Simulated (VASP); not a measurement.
A run of VASP 6.6.1 is set up as follows.

INCAR

```
PREC = Accurate
ENCUT = 520
EDIFF = 1E-6
ISMEAR = -1
SIGMA = 0.15
LREAL = F
LASPH = T
NELM = 60
ALGO = Normal
ISIF = 2
LWAVE = F
LCHARG = F
NBANDS = 18
```

File KPOINTS:

```
regular mesh
0
Gamma
  18 18 10
```

The input POSCAR:

```
Au
1.0
    2.8045081355      0.0000000000      0.0000000000
   -1.4022540677      2.4287752905      0.0000000000
    0.0000000000      0.0000000000      4.6931233054
Au
2
Direct
    0.3333333333      0.6666666667      0.7500000000
    0.6666666667      0.3333333333      0.2500000000
```

Potentials or basis: VASP PAW LDA potentials, release 64 (Au).

Run with:

```console
$ cat potpaw_LDA.64/Au/POTCAR > POTCAR
$ mpirun -np 1 vasp_std > vasp.out
```

Estimate the band gap on the k mesh.

zero (band 11 reaches 15.03 eV, above the bottom of band 12 at 7.62 eV).

Estimate the pressure.

8.6 GPa.

Stress tensor (GPa, compression positive):
```
8.63 0.00 0.00
0.00 8.63 0.00
0.00 0.00 8.45
```

Caveat: spin-orbit coupling is left out, which moves the levels of the heavy elements.
